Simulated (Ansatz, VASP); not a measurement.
**Al4N3 in VASP and in Ansatz**

```xyz
7
Lattice="0.0000 -4.4032 0.0000 0.0000 0.0000 -4.4032 4.4032 0.0000 0.0000" Properties=species:S:1:pos:R:3 pbc="T T T"
Al    0.0000    0.0000    0.0000
Al    2.2016   -2.2016    0.0000
Al    2.2016    0.0000   -2.2016
Al    0.0000   -2.2016   -2.2016
N     1.1008   -1.1008   -3.3024
N     1.1008   -3.3024   -1.1008
N     3.3024   -1.1008   -1.1008
```

Change from the starting cell: N vacancy (site c), charge +0, atoms relaxed at the host's cell.

Alike in both runs: task relaxation of the atoms; functional PBE; k mesh 3 × 3 × 3; occupations gaussian, width 0.01 eV; collinear spin.

|  | VASP | Ansatz |
| --- | --- | --- |
| version | VASP 6.6.1 | Ansatz 0.2.0 |
| potentials or method | VASP PAW PBE potentials, release 64 (Al, N), cutoff 520 eV | scalar-relativistic, plane waves, PAW |
| valence electrons in the cell | 27 | 27 |

```tsv
	VASP	Ansatz	Ansatz less VASP
gap on the k mesh at the Fermi level, each at its own relaxed structure (eV)	none	none	-
net moment per atom (μB)	0.07	0.07	0.000
```

A gap of «none» marks a metal or a gap that the smearing closes.

The k mesh is coarse, so the values compare programs but aren't converged.
